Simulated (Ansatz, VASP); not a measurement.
Cd: VASP beside Ansatz

INCAR

```
  PREC = Accurate
  ENCUT = 520
  EDIFF = 1E-6
  ISMEAR = 0
  SIGMA = 0.15
  LREAL = False
  LASPH = True
  NELM = 80
  ALGO = Fast
  ISIF = 2
  LWAVE = False
  LCHARG = True
  LELF = True
  LVHAR = True
  NBANDS = 12
```

Contents of KPOINTS:

```
regular mesh
0
Gamma
  18 18 18
```

POSCAR

```
Cd
1.0
    0.0415903078      2.2181497500      2.2181497500
    2.2181497500      0.0415903078      2.2181497500
    2.2597400578      2.2597400578      0.0000000000
Cd
1
Direct
    0.0000000000      0.0000000000      0.0000000000
```

Input for Ansatz:

```yaml
crystal:
  lattice:
    - [0.0415903078, 2.21814975, 2.21814975]
    - [2.21814975, 0.0415903078, 2.21814975]
    - [2.2597400578, 2.2597400578, 0.0]
  atoms:
    - { symbol: Cd, position: [0.0, 0.0, 0.0] }
basis:
  ecutwfc: 420
kpoints:
  mp_grid: { grid: [18, 18, 18] }
hamiltonian:
  xc: lda
scf:
  occupations: { method: gaussian, width: 0.15 }
output:
  forces: true
  stress: true
  eigenvalues: true
```

Change from the starting cell: strain +0.0375 x Voigt [0, 0, 0, 0, 0, 1], atoms carried along.

Alike in both runs: task single point; functional LDA; k mesh 18 × 18 × 18; occupations gaussian, width 0.15 eV; no spin polarisation.

|  | VASP | Ansatz |
| --- | --- | --- |
| version | VASP 6.6.1 | Ansatz 0.2.0 |
| potentials or method | VASP PAW LDA potentials, release 64 (Cd), cutoff 520 eV | scalar-relativistic, plane waves, PAW |
| valence electrons in the cell | 12 | 20 |

```csv
,VASP,Ansatz,Ansatz less VASP
gap on the k mesh at the Fermi level (eV),none,none,-
pressure (GPa),-4.4,-4.8,-0.43
"traceless stress, the component that is largest in VASP (GPa)",0.24,0.26,+0.023
```

LDA's correlation is that of Perdew and Zunger in VASP and of Perdew and Wang (1992) in Ansatz. A gap of «none» marks a metal or a gap that the smearing closes. VASP's potentials hold 12 valence electrons a cell and Ansatz's 20, so a difference there can come from the potentials and not from the codes.
